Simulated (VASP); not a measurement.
# Si (P2/m) in VASP: notebook

Si is run at these levels: PBE; tasks: single point.

Everything below comes from runs of VASP 6.6.1. Logs are shortened: lines on timing, memory, paths and dates and some standing lists are left out, and cuts for length are marked.

### Step 1. The cell of the first run

Symmetry: P2/m, No. 10, monoclinic system. Conventional cell: a = 5.470 Å, b = 3.868 Å, c = 11.683 Å, α = 90.00°, β = 96.72°, γ = 90.00°. Si (site symmetry m) has 4 Si at 2.37 Å within 3.1 Å. Within 3.1 Å of Si (site symmetry m) lie 4 Si at 2.37 Å. Within 3.1 Å of Si (site symmetry m) lie 4 Si at 2.37 Å. Within 3.1 Å of Si (site symmetry m) lie 4 Si at 2.37 Å. Within 3.1 Å of Si (site symmetry m) lie 5 Si at 2.37 to 3.06 Å. Within 2.6 Å of Si (site symmetry m) lie 4 Si at 1.93 to 2.37 Å.

### Step 2. Single point, PBE (the part above a cut slid along it)

The input, INCAR:

```
SYSTEM = Si
  PREC = Accurate
  ENCUT = 520
  EDIFF = 1E-7
  ISMEAR = 0
  SIGMA = 0.05
  LREAL = .FALSE.
  LASPH = .TRUE.
  NELM = 80
  ALGO = Normal
  ISIF = 2
  LWAVE = .FALSE.
  LCHARG = .FALSE.
  GGA = PE
  NBANDS = 36
```

The input, KPOINTS:

```
regular mesh
0
G
  5 7 3
  0 0 0
```

The input, POSCAR:

```
Si
1.0
    5.4695214896      0.0000000000      0.0000000000
    0.0000000000      2.7347607448     -2.7347607448
    1.3673803724      8.2042822345      8.2042822345
Si
12
Direct
    0.4375041667      0.0000000000      0.2499833333
   -0.1041625000      0.5000000000      0.4166500000
    0.3541708333      0.0000000000      0.5833166667
   -0.1874958333      0.5000000000      0.7499833333
    0.2708375000      0.0000000000      0.9166500000
   -0.0208291667      0.5000000000      0.0833166667
    0.6458375000      0.0000000000      0.4166500000
    0.1041708333      0.5000000000      0.5833166667
    0.5625041667      0.0000000000      0.7499833333
    0.0208375000      0.5000000000      0.9166500000
    0.7291708333      0.0000000000      0.0833166667
    0.1875041667      0.5000000000      0.2499833333
```

Potentials or basis: VASP PAW PBE potentials, release 64 (Si).

Run with:

```
$ cat potpaw_PBE.64/Si/POTCAR > POTCAR
$ mpirun -np 1 vasp_std > vasp.out
```

OUTCAR:

```text
SYSTEM = Si
   PREC = Accurate
   ENCUT = 520
   EDIFF = 1E-7
   ISMEAR = 0
   LREAL = .FALSE.
   LASPH = .TRUE.
   NELM = 80
   ISIF = 2
   GGA = PE

 ion  position               nearest neighbor table
   1  0.438  0.000  0.250-  11 2.37  12 2.37  12 2.37   7 2.37
   2  0.896  0.500  0.417-   7 2.37   7 2.37   8 2.37  12 2.37
   3  0.354  0.000  0.583-   9 2.37   8 2.37   8 2.37   7 2.37
   4  0.813  0.500  0.750-   8 2.37   9 2.37   9 2.37  10 2.37
   5  0.271  0.000  0.917-  10 2.37  10 2.37   9 2.37   6 3.06   6 3.06
   6  0.979  0.500  0.083-  10 1.93  12 2.37  11 2.37  11 2.37   5 3.06   5 3.06
   7  0.646  0.000  0.417-   2 2.37   2 2.37   1 2.37   3 2.37
   8  0.104  0.500  0.583-   4 2.37   3 2.37   3 2.37   2 2.37
   9  0.563  0.000  0.750-   3 2.37   4 2.37   4 2.37   5 2.37
  10  0.021  0.500  0.917-   6 1.93   5 2.37   5 2.37   4 2.37  11 3.06  11 3.06
  11  0.729  0.000  0.083-   1 2.37   6 2.37   6 2.37  10 3.06  10 3.06
  12  0.188  0.500  0.250-   6 2.37   1 2.37   1 2.37   2 2.37

  LATTYP: Found a simple monoclinic cell.
 ALAT       =     5.4695214896
 B/A-ratio  =     0.7071067812
 C/A-ratio  =     2.1360009364
 COS(beta)  =    -0.1170411472

  Lattice vectors:

 A1 = (   5.4695214896,   0.0000000000,   0.0000000000)
 A2 = (   0.0000000000,  -2.7347607448,   2.7347607448)
 A3 = (  -1.3673803724,  -8.2042822345,  -8.2042822345)

Analysis of symmetry for initial positions (statically):
=====================================================================
 Subroutine PRICEL returns:
 Original cell was already a primitive cell.

 Routine SETGRP: Setting up the symmetry group for a
 simple monoclinic supercell.

 Subroutine GETGRP returns: Found  4 space group operations
 (whereof  2 operations were pure point group operations)
 out of a pool of  4 trial point group operations.

The static configuration has the point symmetry C_1h.
 The point group associated with its full space group is C_2h.

Analysis of symmetry for dynamics (positions and initial velocities):
=====================================================================
 Subroutine PRICEL returns:
 Original cell was already a primitive cell.

 Routine SETGRP: Setting up the symmetry group for a
 simple monoclinic supercell.

 Subroutine GETGRP returns: Found  4 space group operations
 (whereof  2 operations were pure point group operations)
 out of a pool of  4 trial point group operations.

The dynamic configuration has the point symmetry C_1h.
 The point group associated with its full space group is C_2h.

 Subroutine INISYM returns: Found  4 space group operations
 (whereof  2 operations are pure point group operations),
 and found     1 'primitive' translations

----------------------------------------------------------------------------------------

                                     Primitive cell

  volume of cell :     245.4366

  direct lattice vectors                    reciprocal lattice vectors
     5.469521490  0.000000000  0.000000000     0.182831350 -0.015235946 -0.015235946
     0.000000000  2.734760745 -2.734760745     0.000000000  0.182831350 -0.182831350
     1.367380372  8.204282235  8.204282235     0.000000000  0.060943783  0.060943783

  length of vectors
     5.469521490  3.867535735 11.682903023     0.184096634  0.258562575  0.086187525

  position of ions in fractional coordinates (direct lattice)
     0.437504167  0.000000000  0.249983333
     0.895837500  0.500000000  0.416650000
     0.354170833  0.000000000  0.583316667
     0.812504167  0.500000000  0.749983333
     0.270837500  0.000000000  0.916650000
     0.979170833  0.500000000  0.083316667
     0.645837500  0.000000000  0.416650000
     0.104170833  0.500000000  0.583316667
     0.562504167  0.000000000  0.749983333
     0.020837500  0.500000000  0.916650000
     0.729170833  0.000000000  0.083316667
     0.187504167  0.500000000  0.249983333

  ion indices of the primitive-cell ions
   primitive index   ion index
                 1           1
                 2           2
                 3           3
                 4           4
                 5           5
                 6           6
                 7           7
                 8           8
                 9           9
                10          10
                11          11
                12          12

----------------------------------------------------------------------------------------

 KPOINTS: regular mesh

Automatic generation of k-mesh.
 Grid dimensions read from file:
 generate k-points for:    5    7    3

 Generating k-lattice:

  Cartesian coordinates                     Fractional coordinates (reciprocal lattice)
     0.036566270 -0.003047189 -0.003047189     0.200000000  0.000000000  0.000000000
     0.000000000  0.026118764 -0.026118764     0.000000000  0.142857143  0.000000000
     0.000000000  0.020314594  0.020314594     0.000000000  0.000000000  0.333333333

  Length of vectors
     0.036819327  0.036937511  0.028729175

  Shift w.r.t. Gamma in fractional coordinates (k-lattice)
     0.000000000  0.000000000  0.000000000

 Subroutine IBZKPT returns following result:
 ===========================================

 Found     32 irreducible k-points:

 Following reciprocal coordinates:
            Coordinates               Weight
  0.000000  0.000000  0.000000      1.000000
  0.200000  0.000000  0.000000      2.000000
  0.400000  0.000000  0.000000      2.000000
  0.000000  0.142857  0.000000      2.000000
  0.200000  0.142857  0.000000      4.000000
  0.400000  0.142857 -0.000000      4.000000
[... 16 lines left out ...]
  0.000000  0.285714  0.333333      4.000000
  0.200000  0.285714  0.333333      4.000000
 [... further k-points ...]
   k-points           NKPTS =     32   k-points in BZ     NKDIM =     32   number of bands    NBANDS=     36
   number of dos      NEDOS =    301   number of ions     NIONS =     12
   total plane-waves  NPLWV = 113400
   dimension x,y,z NGX =    42 NGY =   30 NGZ =   90
   dimension x,y,z NGXF=    84 NGYF=   60 NGZF=  180
   ions per type =              12
   NGX,Y,Z   is equivalent  to a cutoff of  12.77, 12.90, 12.81 a.u.
   NGXF,Y,Z  is equivalent  to a cutoff of  25.53, 25.79, 25.61 a.u.
 SYSTEM =  Si
   PREC   = accura    normal or accurate (medium, high low for compatibility)
   ISTART =      0    job   : 0-new  1-cont  2-samecut
   ICHARG =      2    charge: 1-file 2-atom 10-const
   ISPIN  =      1    spin polarized calculation?
   LNONCOLLINEAR =      F non collinear calculations
   LSORBIT =      F    spin-orbit coupling
   LASPH  =      T    aspherical Exc in radial PAW
   ENCUT  =  520.0 eV  38.22 Ry    6.18 a.u.  10.17  7.19 21.72*2*pi/ulx,y,z
   NELM   =     80;   NELMIN=  2; NELMDL= -5     # of ELM steps
   EDIFF  = 0.1E-06   stopping-criterion for ELM
   LREAL  =      F    real-space projection
   EDIFFG = 0.1E-05   stopping-criterion for IOM
   NSW    =      0    number of steps for IOM
   IBRION =     -1    ionic relax: 0-MD 1-quasi-New 2-CG
   NFREE  =      0    steps in history (QN), initial steepest desc. (CG)
   ISIF   =      2    stress and relaxation
   ISYM   =      2    0-nonsym 1-usesym 2-fastsym
   POTIM  = 0.5000    time-step for ionic-motion
   TEBEG  =    0.0;   TEEND  =   0.0 temperature during run
   PSTRESS=    0.0 pullay stress
   NELECT =      48.0000    total number of electrons
   NUPDOWN=      -1.0000    fix difference up-down
   EMIN   =  10.00;   EMAX   =-10.00  energy-range for DOS
   EFERMI =   0.00;   METHOD = LEGACY
   ISMEAR =     0;   SIGMA  =   0.05  broadening in eV -4-tet -1-fermi 0-gaus
   EFERMI_NEDOS =   21; number of points for ismear=-14 and -15
   IALGO  =     38    algorithm
   IMIX   =      4    mixing-type and parameters
     AMIX     =   0.40;   BMIX     =  1.00
     AMIX_MAG =   1.60;   BMIX_MAG =  1.00
  volume/ion in A,a.u.               =      20.45       138.02
  Fermi-wavevector in a.u.,A,eV,Ry     =   0.950259  1.795730 12.285964  0.902993
  Thomas-Fermi vector in A             =   2.078619
   LORBIT       =      0    0 simple, 1 ext, 2 COOP (PROOUT), +10 PAW based schemes
   GGA     = PE    functional components
   LHFCALC =     F    Hartree Fock is set to
   AEXX    =    0.0000 exact exchange contribution
   IVDW    =     0    specifies the selected vdW correction
   LEPSILON=     F    determine dielectric tensor
   LRPA    =     F    only Hartree local field effects (RPA)
 non-spin polarized calculation
 Gauss-broadening in eV      SIGMA  =   0.05
  energy-cutoff  :      520.00
  volume of cell :      245.44
 maximum number of plane-waves:      6636
 NGX is ok and might be reduce to    42
   NGX = 21   NGY = 15   NGZ = 43

 number of electron      47.9999996 magnetization

 Free energy of the ion-electron system (eV)
  ---------------------------------------------------
  ext. energy  EPLUGINS =         0.00000000
  ---------------------------------------------------
  free energy    TOTEN  =       -61.18946220 eV

  energy without entropy =      -61.18588206  energy(sigma->0) =      -61.18767213

 E-fermi :   5.6213     XC(G=0):  -9.3359

 val. band max:        5.6195178849   @ k =   0.2000   0.1429   0.0000
 cond. band min:       5.6320873108   @ k =   0.0000   0.2857   0.3333
 fundamental gap:      0.0125694259
 Fermi energy:         5.6213200034

 k-point     1 :       0.0000    0.0000    0.0000
  band No.  band energies     occupation
      1      -6.5840      2.00000
      2      -5.7214      2.00000
      3      -5.3096      2.00000
      4      -3.4400      2.00000
      5      -2.9600      2.00000
      6      -2.0554      2.00000
[... 28 lines left out ...]
     35       9.0316      0.00000
     36       9.7257      0.00000

 k-point     2 :       0.2000    0.0000    0.0000
  band No.  band energies     occupation
      1      -6.4737      2.00000
      2      -5.6185      2.00000
      3      -5.1367      2.00000
      4      -3.7586      2.00000
      5      -3.5288      2.00000
      6      -2.7870      2.00000
[... 850 lines left out ...]
 k-point    24 :       0.2000    0.2857    0.3333
  band No.  band energies     occupation
      1      -5.7742      2.00000
      2      -5.1143      2.00000
      3      -4.1962      2.00000
      4      -3.2940      2.00000
      5      -3.1705      2.00000
      6      -2.4785      2.00000
[... 28 lines left out ...]
     35       9.5446      0.00000
     36       9.8561      0.00000

 [... further k-points ...]
[... 5 lines left out ...]
  --------------------------------------------------------------------------------------
  -------------------------------------------------------------------------------------
  Total       -0.5763454      7.7144743      7.7144743     -3.3786322      6.4071161     -3.3786322
  in kB       -3.7623066     50.3590650     50.3590650    -22.0552632     41.8248043    -22.0552631
  external PRESSURE =      32.3186078 kB  Pullay stress =       0.0000000 kB

 VOLUME and BASIS-vectors are now :
 -----------------------------------------------------------------------------
  energy-cutoff  :      520.00
  volume of cell :      245.44
      direct lattice vectors                 reciprocal lattice vectors
     5.469521490  0.000000000  0.000000000     0.182831350 -0.015235946 -0.015235946
     0.000000000  2.734760745 -2.734760745     0.000000000  0.182831350 -0.182831350
     1.367380372  8.204282235  8.204282235     0.000000000  0.060943783  0.060943783

 POSITION                                       TOTAL-FORCE (eV/Angst)
 -----------------------------------------------------------------------------------
      2.73476      2.05093      2.05093        -0.012605     -0.138939     -0.138939
      5.46952      4.78569      2.05093        -0.234447     -0.056375     -0.056375
      2.73476      4.78569      4.78569         0.077218     -0.017667     -0.017667
      5.46952      7.52046      4.78569        -0.330277     -0.027835     -0.027835
      2.73476      7.52046      7.52046         1.212794     -0.417514     -0.417514
      5.46952      2.05093     -0.68383        -1.226014      5.529832      5.529832
      4.10214      3.41831      3.41831        -0.077218      0.017667      0.017667
      1.36738      6.15307      3.41831         0.234447      0.056375      0.056375
      4.10214      6.15307      6.15307         0.012605      0.138939      0.138939
      1.36738      8.88784      6.15307         1.226014     -5.529832     -5.529832
      4.10214      0.68355      0.68355        -1.212794      0.417514      0.417514
      1.36738      3.41831      0.68355         0.330277      0.027835      0.027835
 -----------------------------------------------------------------------------------
    total drift:                               -0.000000      0.000000      0.000000

  FREE ENERGIE OF THE ION-ELECTRON SYSTEM (eV)
  ---------------------------------------------------
  free  energy   TOTEN  =       -61.1894622042 eV

  energy  without entropy=      -61.1858820604  energy(sigma->0) =      -61.18767213
```

It took 3.9 min on 1 thread of Intel Xeon Platinum 8488C (Sapphire Rapids), shared host; peak memory 0.42 GiB.

Results:

| Property | Result |
| --- | --- |
| Free energy | -61.1895 eV |
| Pressure | 3.2 GPa |
| Largest force | 7.916 eV/Å |
| Band gap on the k mesh | zero (bands 24 and 25 overlap by 0.83 eV) |

Forces in eV/Å, atoms in the order of the input:
```
Si  -0.013 -0.139 -0.139
Si  -0.234 -0.056 -0.056
Si   0.077 -0.018 -0.018
Si  -0.330 -0.028 -0.028
Si   1.213 -0.418 -0.418
Si  -1.226  5.530  5.530
Si  -0.077  0.018  0.018
Si   0.234  0.056  0.056
Si   0.013  0.139  0.139
Si   1.226 -5.530 -5.530
Si  -1.213  0.418  0.418
Si   0.330  0.028  0.028
```

Levels at points of the mesh, in eV from the Fermi level:
| k point | band 21 | band 22 | band 23 | band 24 | band 25 | band 26 | band 27 | band 28 |
| --- | --- | --- | --- | --- | --- | --- | --- | --- |
| (0.00, 0.00, 0.00) | -0.50 | -0.39 | -0.21 | 0.17 | 0.23 | 0.90 | 1.01 | 1.61 |

Caveat: the cell differs from its parent crystal (the part above a cut slid along it); the stress differs along the axes, from -0 to 5 GPa; forces of over 1 eV/Å act on the atoms, so gaps and moduli don't describe the material at rest.

### Step 3. Single point, PBE (the part above a cut slid along it)

The input, INCAR:

```
  ALGO = Normal
  EDIFF = 1E-7
  ENCUT = 520
  GGA = PE
  ISIF = 2
  ISMEAR = 0
  LASPH = T
  LCHARG = T
  LELF = T
  LREAL = F
  LVHAR = T
  LWAVE = F
  NBANDS = 36
  NELM = 80
  PREC = Accurate
  SIGMA = 0.05
```

The input, KPOINTS:

```
k-points
0
Gamma
  5 7 3
```

The input, POSCAR:

```
Si
1.0
    5.4695214896      0.0000000000      0.0000000000
    0.0000000000      2.7347607448     -2.7347607448
    2.0510705586      8.2042822345      8.2042822345
Si
12
Direct
    0.4062562500      0.0000000000      0.2499833333
   -0.1562437500      0.5000000000      0.4166500000
    0.2812562500      0.0000000000      0.5833166667
   -0.2812437500      0.5000000000      0.7499833333
    0.1562562500      0.0000000000      0.9166500000
   -0.0312437500      0.5000000000      0.0833166667
    0.5937562500      0.0000000000      0.4166500000
    0.0312562500      0.5000000000      0.5833166667
    0.4687562500      0.0000000000      0.7499833333
   -0.0937437500      0.5000000000      0.9166500000
    0.7187562500      0.0000000000      0.0833166667
    0.1562562500      0.5000000000      0.2499833333
```

Potentials or basis: VASP PAW PBE potentials, release 64 (Si).

Run with:

```
$ cat potpaw_PBE.64/Si/POTCAR > POTCAR
$ mpirun -np 1 vasp_std > vasp.out
```

Wall time 4.2 min (1 thread of Intel Xeon Platinum 8488C (Sapphire Rapids), shared host); peak memory 0.42 GiB.

The run converged. Its results:

```
Free energy            : -60.7874 eV
Pressure               : 2.4 GPa
Largest force          : 4.819 eV/Å
Band gap on the k mesh : zero (bands 24 and 25 overlap by 0.47 eV)
```

Forces in eV/Å, atoms in the order of the input:
```
Si  -0.134 -0.173 -0.173
Si  -0.250 -0.092 -0.092
Si  -0.001 -0.018 -0.018
Si  -0.287  0.015  0.015
Si   0.758 -0.391 -0.391
Si   1.328  3.276  3.276
Si   0.001  0.018  0.018
Si   0.250  0.092  0.092
Si   0.134  0.173  0.173
Si  -1.328 -3.276 -3.276
Si  -0.758  0.391  0.391
Si   0.287 -0.015 -0.015
```

Stress tensor (GPa, compression positive):
```
2.34 0.23 0.23
0.23 2.41 2.06
0.23 2.06 2.41
```

Levels at points of the mesh, in eV from the Fermi level:
```csv
k point,band 20,band 21,band 22,band 23,band 24,band 25,band 26,band 27,band 28,band 29
"(0.00, 0.00, 0.00)",-1.06,-1.00,-0.59,-0.58,-0.42,0.29,0.71,0.84,1.50,2.13
```

Caveat: the cell differs from its parent crystal (the part above a cut slid along it); semilocal functionals underestimate gaps, and a narrow one can read as zero; forces of over 1 eV/Å act on the atoms, so gaps and moduli don't describe the material at rest.

The gap in the log of VASP goes by the Fermi energy; the results here count the filled bands.